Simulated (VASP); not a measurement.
# CuI (Cmcm) in VASP: a series of runs

The runs below take CuI through single point, with PBE+D4, PBE, LDA, r2SCAN+rVV10, r2SCAN.

All numbers are computed with VASP 6.6.1; they aren't measurements. Logs are shortened: lines on timing, memory, paths and dates and some standing lists are left out, and cuts for length are marked.

### Step 1. The cell of the first run

Symmetry: Cmcm, No. 63, orthorhombic system. The conventional cell has a = 6.680 Å, b = 7.023 Å, c = 4.365 Å, α = 90.00°, β = 90.00°, γ = 90.00°. Within 3.3 Å of Cu (site symmetry m2m) lie 2 Cu at 2.50 Å and 3 I at 2.59 to 2.61 Å. I (site symmetry m2m) has 5 Cu at 2.59 to 3.46 Å within 3.5 Å.

### Step 2. Single point, PBE+D4

INCAR reads:

```
  PREC = Accurate
  ENCUT = 520
  EDIFF = 1E-6
  ISMEAR = -1
  SIGMA = 0.02
  LREAL = False
  LASPH = True
  NELM = 100
  ALGO = Normal
  ISIF = 2
  LWAVE = False
  LCHARG = True
  GGA = PE
  IVDW = 13
  LELF = True
  LVHAR = True
  NBANDS = 26
```

KPOINTS reads:

```
Automatic mesh
0
Gamma
  6 6 6
```

POSCAR reads:

```
CuI
1.0
    3.3397888914     -3.5115551332      0.0000000000
    3.3397888914      3.5115551332      0.0000000000
    0.0000000000      0.0000000000      4.3653803719
Cu I
2 2
Direct
    0.4130755348      0.5869244652      0.7500000000
    0.5869244652      0.4130755348      0.2500000000
    0.7853773240      0.2146226760      0.7500000000
    0.2146226760      0.7853773240      0.2500000000
```

Potentials or basis: VASP PAW PBE potentials, release 64 (Cu, I).

On the command line:

```bash
cat potpaw_PBE.64/Cu/POTCAR potpaw_PBE.64/I/POTCAR > POTCAR
mpirun -np 1 vasp_std > vasp.out
```

OUTCAR:

```text
PREC = Accurate
   ENCUT = 520
   EDIFF = 1E-6
   ISMEAR = -1
   LREAL = False
   LASPH = True
   NELM = 100
   ISIF = 2
   GGA = PE
   IVDW = 13

 ion  position               nearest neighbor table
   1  0.413  0.587  0.750-   2 2.50   2 2.50   4 2.59   4 2.59   3 2.61
   2  0.587  0.413  0.250-   1 2.50   1 2.50   3 2.59   3 2.59   4 2.61
   3  0.785  0.215  0.750-   2 2.59   2 2.59   1 2.61
   4  0.215  0.785  0.250-   1 2.59   1 2.59   2 2.61

  LATTYP: Found a base centered orthorhombic cell.
 ALAT       =     6.6795777828
 B/A-ratio  =     1.0514302692
 C/A-ratio  =     0.6535413635

  Lattice vectors:

 A1 = (   3.3397888914,  -3.5115551332,   0.0000000000)
 A2 = (   3.3397888914,   3.5115551332,   0.0000000000)
 A3 = (   0.0000000000,   0.0000000000,   4.3653803719)

Analysis of symmetry for initial positions (statically):
=====================================================================
 Subroutine PRICEL returns:
 Original cell was already a primitive cell.

 Routine SETGRP: Setting up the symmetry group for a
 base centered orthorhombic supercell.

 Subroutine GETGRP returns: Found  8 space group operations
 (whereof  4 operations were pure point group operations)
 out of a pool of  8 trial point group operations.

The static configuration has the point symmetry C_2h.
 The point group associated with its full space group is D_2h.

Analysis of symmetry for dynamics (positions and initial velocities):
=====================================================================
 Subroutine PRICEL returns:
 Original cell was already a primitive cell.

 Routine SETGRP: Setting up the symmetry group for a
 base centered orthorhombic supercell.

 Subroutine GETGRP returns: Found  8 space group operations
 (whereof  4 operations were pure point group operations)
 out of a pool of  8 trial point group operations.

The dynamic configuration has the point symmetry C_2h.
 The point group associated with its full space group is D_2h.

 Subroutine INISYM returns: Found  8 space group operations
 (whereof  4 operations are pure point group operations),
 and found     1 'primitive' translations

----------------------------------------------------------------------------------------

                                     Primitive cell

  volume of cell :     102.3931

  direct lattice vectors                    reciprocal lattice vectors
     3.339788891 -3.511555133  0.000000000     0.149710061 -0.142387057  0.000000000
     3.339788891  3.511555133  0.000000000     0.149710061  0.142387057  0.000000000
     0.000000000  0.000000000  4.365380372     0.000000000  0.000000000  0.229075113

  length of vectors
     4.846154072  4.846154072  4.365380372     0.206608752  0.206608752  0.229075113

  position of ions in fractional coordinates (direct lattice)
     0.413075535  0.586924465  0.750000000
     0.586924465  0.413075535  0.250000000
     0.785377324  0.214622676  0.750000000
     0.214622676  0.785377324  0.250000000

  ion indices of the primitive-cell ions
   primitive index   ion index
                 1           1
                 2           2
                 3           3
                 4           4

----------------------------------------------------------------------------------------

 KPOINTS: Automatic mesh

Automatic generation of k-mesh.
 Grid dimensions read from file:
 generate k-points for:    6    6    6

 Generating k-lattice:

  Cartesian coordinates                     Fractional coordinates (reciprocal lattice)
     0.024951677 -0.023731176  0.000000000     0.166666667  0.000000000  0.000000000
     0.024951677  0.023731176  0.000000000     0.000000000  0.166666667  0.000000000
     0.000000000  0.000000000  0.038179185     0.000000000  0.000000000  0.166666667

  Length of vectors
     0.034434792  0.034434792  0.038179185

  Shift w.r.t. Gamma in fractional coordinates (k-lattice)
     0.000000000  0.000000000  0.000000000

 Subroutine IBZKPT returns following result:
 ===========================================

 Found     52 irreducible k-points:

 Following reciprocal coordinates:
            Coordinates               Weight
  0.000000  0.000000  0.000000      1.000000
  0.166667  0.000000  0.000000      4.000000
  0.333333  0.000000  0.000000      4.000000
  0.500000  0.000000  0.000000      2.000000
  0.166667  0.166667  0.000000      2.000000
  0.333333  0.166667  0.000000      4.000000
[... 16 lines left out ...]
  0.333333  0.333333  0.166667      4.000000
  0.500000  0.333333  0.166667      8.000000
 [... further k-points ...]
   k-points           NKPTS =     52   k-points in BZ     NKDIM =     52   number of bands    NBANDS=     26
   number of dos      NEDOS =    301   number of ions     NIONS =      4
   total plane-waves  NPLWV =  41472
   dimension x,y,z NGX =    36 NGY =   36 NGZ =   32
   dimension x,y,z NGXF=    72 NGYF=   72 NGZF=   64
   ions per type =               2   2
   NGX,Y,Z   is equivalent  to a cutoff of  12.35, 12.35, 12.19 a.u.
   NGXF,Y,Z  is equivalent  to a cutoff of  24.70, 24.70, 24.37 a.u.
 SYSTEM =  unknown system
   PREC   = accura    normal or accurate (medium, high low for compatibility)
   ISTART =      0    job   : 0-new  1-cont  2-samecut
   ICHARG =      2    charge: 1-file 2-atom 10-const
   ISPIN  =      1    spin polarized calculation?
   LNONCOLLINEAR =      F non collinear calculations
   LSORBIT =      F    spin-orbit coupling
   LASPH  =      T    aspherical Exc in radial PAW
   ENCUT  =  520.0 eV  38.22 Ry    6.18 a.u.   9.01  9.01  8.12*2*pi/ulx,y,z
   NELM   =    100;   NELMIN=  2; NELMDL= -5     # of ELM steps
   EDIFF  = 0.1E-05   stopping-criterion for ELM
   LREAL  =      F    real-space projection
   EDIFFG = 0.1E-04   stopping-criterion for IOM
   NSW    =      0    number of steps for IOM
   IBRION =     -1    ionic relax: 0-MD 1-quasi-New 2-CG
   NFREE  =      0    steps in history (QN), initial steepest desc. (CG)
   ISIF   =      2    stress and relaxation
   ISYM   =      2    0-nonsym 1-usesym 2-fastsym
   POTIM  = 0.5000    time-step for ionic-motion
   TEBEG  =    0.0;   TEEND  =   0.0 temperature during run
   PSTRESS=    0.0 pullay stress
   NELECT =      36.0000    total number of electrons
   NUPDOWN=      -1.0000    fix difference up-down
   EMIN   =  10.00;   EMAX   =-10.00  energy-range for DOS
   EFERMI =   0.00;   METHOD = LEGACY
   ISMEAR =    -1;   SIGMA  =   0.02  broadening in eV -4-tet -1-fermi 0-gaus
   EFERMI_NEDOS =   21; number of points for ismear=-14 and -15
   IALGO  =     38    algorithm
   IMIX   =      4    mixing-type and parameters
     AMIX     =   0.40;   BMIX     =  1.00
     AMIX_MAG =   1.60;   BMIX_MAG =  1.00
  volume/ion in A,a.u.               =      25.60       172.75
  Fermi-wavevector in a.u.,A,eV,Ry     =   1.155453  2.183489 18.164740  1.335071
  Thomas-Fermi vector in A             =   2.292081
   LORBIT       =      0    0 simple, 1 ext, 2 COOP (PROOUT), +10 PAW based schemes
   GGA     = PE    functional components
   LHFCALC =     F    Hartree Fock is set to
   AEXX    =    0.0000 exact exchange contribution
   IVDW    =    13    specifies the selected vdW correction
   LEPSILON=     F    determine dielectric tensor
   LRPA    =     F    only Hartree local field effects (RPA)
 non-spin polarized calculation
  energy-cutoff  :      520.00
  volume of cell :      102.39
 maximum number of plane-waves:      2780
   NGX = 17   NGY = 17   NGZ = 17

 number of electron      35.9999975 magnetization

 Free energy of the ion-electron system (eV)
  ---------------------------------------------------
  ext. energy  EPLUGINS =         0.00000000
  ---------------------------------------------------
  free energy    TOTEN  =       -10.76955434 eV

  energy without entropy =      -10.76955434  energy(sigma->0) =      -10.76955434

 E-fermi :   5.7541     XC(G=0):  -9.4445

 val. band max:        5.3685174929   @ k =   0.0000   0.0000   0.0000
 cond. band min:       6.2489029318   @ k =   0.0000   0.0000   0.0000
 fundamental gap:      0.8803854389
 Fermi energy:         5.7540837577

 k-point     1 :       0.0000    0.0000    0.0000
  band No.  band energies     occupation
      1      -8.8842      2.00000
      2      -7.6823      2.00000
      3      -0.2156      2.00000
      4       0.9900      2.00000
      5       1.0411      2.00000
      6       1.2173      2.00000
[... 18 lines left out ...]
     25      12.9599      0.00000
     26      13.8336      0.00000

 k-point     2 :       0.1667    0.0000    0.0000
  band No.  band energies     occupation
      1      -8.8058      2.00000
      2      -7.7596      2.00000
      3      -0.1936      2.00000
      4       1.0002      2.00000
      5       1.0388      2.00000
      6       1.0645      2.00000
[... 18 lines left out ...]
     25      13.0064      0.00000
     26      13.7454      0.00000

 k-point     3 :       0.3333    0.0000    0.0000
  band No.  band energies     occupation
      1      -8.5905      2.00000
      2      -7.9742      2.00000
      3      -0.0856      2.00000
      4       0.6513      2.00000
      5       0.9450      2.00000
      6       1.2395      2.00000
[... 18 lines left out ...]
     25      13.2115      0.00000
     26      13.2896      0.00000

 k-point     4 :       0.5000    0.0000    0.0000
  band No.  band energies     occupation
      1      -8.3439      2.00000
      2      -8.2211      2.00000
      3       0.1991      2.00000
      4       0.2018      2.00000
      5       0.9241      2.00000
      6       1.4532      2.00000
[... 18 lines left out ...]
     25      12.7074      0.00000
     26      12.9218      0.00000
[... 496 lines left out ...]
      1      -8.6330      2.00000
      2      -7.8391      2.00000
      3      -0.0928      2.00000
      4       0.4387      2.00000
      5       0.8966      2.00000
      6       1.1626      2.00000
[... 18 lines left out ...]
     25      12.8185      0.00000
     26      13.2788      0.00000

 k-point    23 :       0.3333    0.3333    0.1667
  band No.  band energies     occupation
      1      -8.3458      2.00000
      2      -8.0252      2.00000
      3      -0.7803      2.00000
      4       0.5664      2.00000
      5       1.0126      2.00000
      6       1.1644      2.00000
[... 18 lines left out ...]
     25      12.9872      0.00000
     26      13.4445      0.00000

 k-point    24 :       0.5000    0.3333    0.1667
  band No.  band energies     occupation
      1      -8.2118      2.00000
      2      -8.1321      2.00000
      3      -0.8108      2.00000
      4       0.4128      2.00000
      5       0.7558      2.00000
      6       1.3044      2.00000
[... 18 lines left out ...]
     25      13.2568      0.00000
     26      13.5216      0.00000

 [... further k-points ...]

------------------------ aborting loop because EDIFF is reached ----------------------------------------

  DFT-D4 for vdW energy calculation

  Edisp (eV):   -1.58730

  FORCE on cell =-STRESS in cart. coord.  units (eV):
  Direction    XX          YY          ZZ          XY          YZ          ZX
  --------------------------------------------------------------------------------------
  -------------------------------------------------------------------------------------
  Total       0.01331     0.06404     0.11148     0.00000    -0.00000     0.00000
  in kB       0.20824     1.00213     1.74439     0.00000    -0.00000     0.00000
  external pressure =        0.98 kB  Pullay stress =        0.00 kB

 VOLUME and BASIS-vectors are now :
 -----------------------------------------------------------------------------
  energy-cutoff  :      520.00
  volume of cell :      102.39
      direct lattice vectors                 reciprocal lattice vectors
     3.339788891 -3.511555133  0.000000000     0.149710061 -0.142387057  0.000000000
     3.339788891  3.511555133  0.000000000     0.149710061  0.142387057  0.000000000
     0.000000000  0.000000000  4.365380372     0.000000000  0.000000000  0.229075113

 POSITION                                       TOTAL-FORCE (eV/Angst)
 -----------------------------------------------------------------------------------
      3.33979      0.61048      3.27404         0.000000      0.011368     -0.000000
      3.33979     -0.61048      1.09135         0.000000     -0.011368      0.000000
      3.33979     -2.00424      3.27404         0.000000     -0.006652      0.000000
      3.33979      2.00424      1.09135         0.000000      0.006652      0.000000
 -----------------------------------------------------------------------------------
    total drift:                                0.000000     -0.000000      0.000000

  FREE ENERGIE OF THE ION-ELECTRON SYSTEM (eV)
  ---------------------------------------------------
  free  energy   TOTEN  =       -12.3568538240 eV

  energy  without entropy=      -12.3568538240  energy(sigma->0) =      -12.35685382
```

Wall time 42 s (1 thread of Intel Xeon 6975P-C (Granite Rapids), shared host); peak memory 0.27 GiB.

Results:

```
Free energy                : -12.3569 eV
Pressure                   : 0.1 GPa
Largest force              : 0.011 eV/Å
Band gap on the k mesh     : 0.88 eV
Dispersion energy per atom : -0.397 eV
```

Forces on the atoms (eV/Å):
```
Cu   0.000  0.011  0.000
Cu   0.000 -0.011  0.000
I    0.000 -0.007  0.000
I    0.000  0.007  0.000
```

Caveat: spin-orbit coupling is left out, which moves the levels of the heavy elements.

### Step 3. Single point, PBE

This run uses another cell than the first one, of 27.21 Å³/atom.

INCAR reads:

```
ALGO = Normal
EDIFF = 1E-6
ENCUT = 520
GGA = PE
ISIF = 2
ISMEAR = -1
LASPH = True
LCHARG = True
LELF = True
LREAL = False
LVHAR = True
LWAVE = False
NBANDS = 26
NELM = 60
PREC = Accurate
SIGMA = 0.02
```

KPOINTS reads:

```
k-points
0
Gamma
  6 6 6
```

POSCAR reads:

```
CuI
1.0
    3.5037406371     -3.5931478134      0.0000000000
    3.5037406371      3.5931478134      0.0000000000
    0.0000000000      0.0000000000      4.3220123888
Cu I
2 2
Direct
    0.4168023173      0.5831976827      0.7500000000
    0.5831976827      0.4168023173      0.2500000000
    0.7779473852      0.2220526148      0.7500000000
    0.2220526148      0.7779473852      0.2500000000
```

Potentials or basis: VASP PAW PBE potentials, release 64 (Cu, I).

On the command line:

```bash
cat potpaw_PBE.64/Cu/POTCAR potpaw_PBE.64/I/POTCAR > POTCAR
mpirun -np 1 vasp_std > vasp.out
```

Wall time 50 s (1 thread of Intel Xeon 6975P-C (Granite Rapids), shared host); peak memory 0.3 GiB.

Results (log left out):

```yaml
Free_energy: -10.8469 eV
Pressure: 2.3 GPa
Largest_force: 0.159 eV/Å
Band_gap_on_the_k_mesh: 0.96 eV
```

Forces in eV/Å, atoms in the order of the input:
```
Cu   0.000  0.083  0.000
Cu   0.000 -0.083  0.000
I    0.000 -0.159  0.000
I    0.000  0.159  0.000
```

Stress tensor (GPa, compression positive):
```
1.79 0.00 0.00
0.00 2.58 0.00
0.00 0.00 2.64
```

Levels at points of the mesh, in eV from the valence-band top:
| k point | band 14 | band 15 | band 16 | band 17 | band 18 | band 19 | band 20 | band 21 | band 22 | band 23 |
| --- | --- | --- | --- | --- | --- | --- | --- | --- | --- | --- |
| (0.00, 0.00, 0.00) | -1.90 | -1.73 | -1.55 | -0.99 | 0.00 | 0.96 | 1.56 | 2.18 | 4.64 | 5.03 |
| (0.50, 0.00, 0.00) | -1.93 | -1.87 | -1.40 | -1.38 | -0.54 | 2.57 | 3.06 | 3.70 | 3.70 | 5.48 |
| (0.50, 0.50, 0.00) | -2.04 | -1.86 | -1.12 | -0.80 | -0.29 | 1.47 | 2.69 | 3.89 | 5.00 | 5.88 |
| (0.00, 0.00, 0.50) | -2.02 | -1.90 | -1.90 | -1.70 | -1.70 | 3.73 | 3.73 | 3.83 | 3.83 | 6.03 |
| (0.50, 0.00, 0.50) | -2.05 | -1.91 | -1.91 | -1.30 | -1.30 | 2.05 | 2.05 | 3.43 | 3.43 | 7.68 |
| (0.50, 0.50, 0.50) | -2.10 | -1.88 | -1.88 | -1.70 | -1.70 | 4.12 | 4.12 | 5.00 | 5.00 | 6.98 |

Caveat: spin-orbit coupling is left out, which moves the levels of the heavy elements. A k mesh can miss the band edges.

### Step 4. Single point, LDA

This run uses another cell than the first one, of 27.21 Å³/atom.

INCAR reads:

```
SYSTEM = CuI
PREC = Accurate
ENCUT = 520
EDIFF = 1E-6
ISMEAR = 0
SIGMA = 0.01
LREAL = .False.
LASPH = .True.
NELM = 80
ALGO = Normal
ISIF = 2
LWAVE = .False.
LCHARG = .False.
GGA = CA
NBANDS = 26
```

KPOINTS reads:

```
regular mesh
0
Gamma
  6 6 6
  0 0 0
```

POSCAR is that of step 3.

Potentials or basis: VASP PAW LDA potentials, release 64 (Cu, I).

On the command line:

```bash
cat potpaw_LDA.64/Cu/POTCAR potpaw_LDA.64/I/POTCAR > POTCAR
mpirun -np 1 vasp_std > vasp.out
```

Run time: 50 s. Hardware: 1 thread of Intel Xeon 6975P-C (Granite Rapids), shared host; peak memory 0.27 GiB.

Results (log left out):

```yaml
Free_energy: -13.5818 eV
Pressure: -2.7 GPa
Largest_force: 0.318 eV/Å
Band_gap_on_the_k_mesh: 0.83 eV
```

Forces in eV/Å, atoms in the order of the input:
```
Cu   0.000 -0.052  0.000
Cu   0.000  0.052  0.000
I    0.000  0.318  0.000
I    0.000 -0.318  0.000
```

Stress tensor (GPa, compression positive):
```
-1.04  0.00  0.00
 0.00 -3.24  0.00
 0.00  0.00 -3.86
```

Levels at points of the mesh, in eV from the valence-band top:
```csv
k point,band 15,band 16,band 17,band 18,band 19,band 20,band 21,band 22
"(0.00, 0.00, 0.00)",-1.64,-1.58,-1.00,0.00,0.83,1.48,2.12,4.61
"(0.50, 0.00, 0.00)",-1.93,-1.45,-1.39,-0.56,2.49,3.00,3.63,3.65
"(0.50, 0.50, 0.00)",-1.92,-1.07,-0.80,-0.30,1.38,2.59,3.86,4.99
"(0.00, 0.00, 0.50)",-1.97,-1.97,-1.69,-1.69,3.68,3.68,3.76,3.76
"(0.50, 0.00, 0.50)",-1.98,-1.98,-1.29,-1.29,1.96,1.96,3.38,3.38
"(0.50, 0.50, 0.50)",-1.94,-1.94,-1.73,-1.73,4.09,4.09,4.95,4.95
```

Caveat: spin-orbit coupling is left out, which moves the levels of the heavy elements. A k mesh can miss the band edges.

### Step 5. Single point, r2SCAN+rVV10

This run uses another cell than the first one, of 27.21 Å³/atom.

POSCAR is that of step 4.

INCAR.step1 reads:

```
SYSTEM = CuI
ALGO = Normal
EDIFF = 1E-4
ENCUT = 520
GGA = PE
ISMEAR = -1
LASPH = .True.
LCHARG = .False.
LREAL = .False.
LWAVE = .True.
NBANDS = 26
NELM = 60
PREC = Accurate
SIGMA = 0.02
```

INCAR.step2 reads:

```
SYSTEM = CuI
ALGO = Normal
BPARAM = 11.95
CPARAM = 0.0093
EDIFF = 1E-6
ENCUT = 520
ISIF = 2
ISMEAR = -1
ISTART = 1
IVDW_NL = 2
LASPH = .True.
LCHARG = .False.
LMIXTAU = .True.
LREAL = .False.
LUSE_VDW = .True.
LWAVE = .False.
METAGGA = R2SCAN
NBANDS = 26
NELM = 60
PREC = Accurate
SIGMA = 0.02
```

KPOINTS reads:

```
k-points
0
Gamma
  6 6 6
  0 0 0
```

Potentials or basis: VASP PAW PBE potentials, release 64 (Cu, I).

On the command line:

```bash
cat potpaw_PBE.64/Cu/POTCAR potpaw_PBE.64/I/POTCAR > POTCAR
cp INCAR.step1 INCAR
mpirun -np 1 vasp_std > vasp.out
cp INCAR.step2 INCAR
mpirun -np 1 vasp_std > vasp.out
```

Wall time 3.6 min (1 thread of Intel Xeon 6975P-C (Granite Rapids), shared host); peak memory 0.51 GiB.

Results (log left out):

- Free energy: -70.2347 eV
- Pressure: 0.2 GPa
- Largest force: 0.036 eV/Å
- Band gap on the k mesh: 1.32 eV

Forces on the atoms (eV/Å):
```
Cu   0.000  0.036  0.000
Cu   0.000 -0.036  0.000
I    0.000 -0.022  0.000
I    0.000  0.022  0.000
```

Stress tensor (GPa, compression positive):
```
0.13 0.00 0.00
0.00 0.27 0.00
0.00 0.00 0.26
```

Levels at points of the mesh, in eV from the valence-band top:
| k point | band 15 | band 16 | band 17 | band 18 | band 19 | band 20 | band 21 | band 22 |
| --- | --- | --- | --- | --- | --- | --- | --- | --- |
| (0.00, 0.00, 0.00) | -1.87 | -1.59 | -0.98 | 0.00 | 1.32 | 1.73 | 2.44 | 4.99 |
| (0.50, 0.00, 0.00) | -1.89 | -1.43 | -1.40 | -0.54 | 2.90 | 3.42 | 3.93 | 4.04 |
| (0.50, 0.50, 0.00) | -1.88 | -1.20 | -0.79 | -0.29 | 1.81 | 3.07 | 4.16 | 5.34 |
| (0.00, 0.00, 0.50) | -1.91 | -1.91 | -1.77 | -1.77 | 4.06 | 4.06 | 4.08 | 4.08 |
| (0.50, 0.00, 0.50) | -1.92 | -1.92 | -1.36 | -1.36 | 2.32 | 2.32 | 3.73 | 3.73 |
| (0.50, 0.50, 0.50) | -1.88 | -1.88 | -1.74 | -1.74 | 4.45 | 4.45 | 5.35 | 5.35 |

Caveat: the PAW data sets were made with another functional, which shifts forces and pressure a little; spin-orbit coupling is left out, which moves the levels of the heavy elements. A k mesh can miss the band edges.

(Part 1 of 2 ends here.)
